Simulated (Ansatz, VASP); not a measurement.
**Li2Se in VASP and in Ansatz**

INCAR

```
SYSTEM = Li2Se
PREC = Accurate ; ENCUT = 750
EDIFF = 1E-6 ; ISMEAR = 0
SIGMA = 0.02 ; LREAL = .FALSE.
LASPH = .TRUE. ; NELM = 120
ALGO = Normal ; ISIF = 2
LWAVE = .FALSE. ; LCHARG = .TRUE.
GGA = PE ; LELF = .TRUE.
LVHAR = .TRUE. ; NBANDS = 13
GGA_COMPAT = .FALSE.
```

The input KPOINTS:

```
Automatic mesh
0
G
  8 8 8
  0 0 0
```

File POSCAR:

```
Li2Se
1.0
    0.0000000000      3.0025000000      3.0025000000
    3.0025000000      0.0000000000      3.0025000000
    3.0025000000      3.0025000000      0.0000000000
Li Se
2 1
Direct
    0.2500000000      0.2500000000      0.2500000000
    0.7500000000      0.7500000000      0.7500000000
    0.0000000000      0.0000000000      0.0000000000
```

Input for Ansatz:

```yaml
crystal:
  lattice:
    - [0.0, 3.0025, 3.0025]
    - [3.0025, 0.0, 3.0025]
    - [3.0025, 3.0025, 0.0]
  atoms:
    - { symbol: Li, position: [0.25, 0.25, 0.25] }
    - { symbol: Li, position: [0.75, 0.75, 0.75] }
    - { symbol: Se, position: [0.0, 0.0, 0.0] }
basis:
  ecutwfc: 420
kpoints:
  mp_grid: { grid: [8, 8, 8] }
  band_path: { path: [VBM, CBM], npoints: 2 }
hamiltonian:
  xc: pbe
scf:
  occupations: { method: gaussian, width: 0.02 }
output:
  forces: false
  stress: false
  eigenvalues: true
checkpoint:
  read: start.run
  write: ck
  compress: false
  write_wavefunctions: false
  write_every: 100000
```

Alike in both runs: task single point; functional PBE; k mesh 8 × 8 × 8; occupations gaussian, width 0.02 eV; no spin polarisation.

|  | VASP | Ansatz |
| --- | --- | --- |
| version | VASP 6.6.1 | Ansatz 0.2.0 |
| potentials or method | VASP PAW PBE potentials, release 64 (Li_sv, Se), cutoff 750 eV | scalar-relativistic, plane waves, PAW |
| valence electrons in the cell | 12 | 22 |

```tsv
	VASP	Ansatz	Ansatz less VASP
gap on the k mesh at the Fermi level (eV)	2.97	2.98	+0.006
least direct gap on the mesh (eV)	3.38	3.38	-0.003
```

The functional is the same, so the differences come from potentials, cutoffs and numerics. VASP's potentials hold 12 valence electrons a cell and Ansatz's 22, so a difference there can come from the potentials and not from the codes.
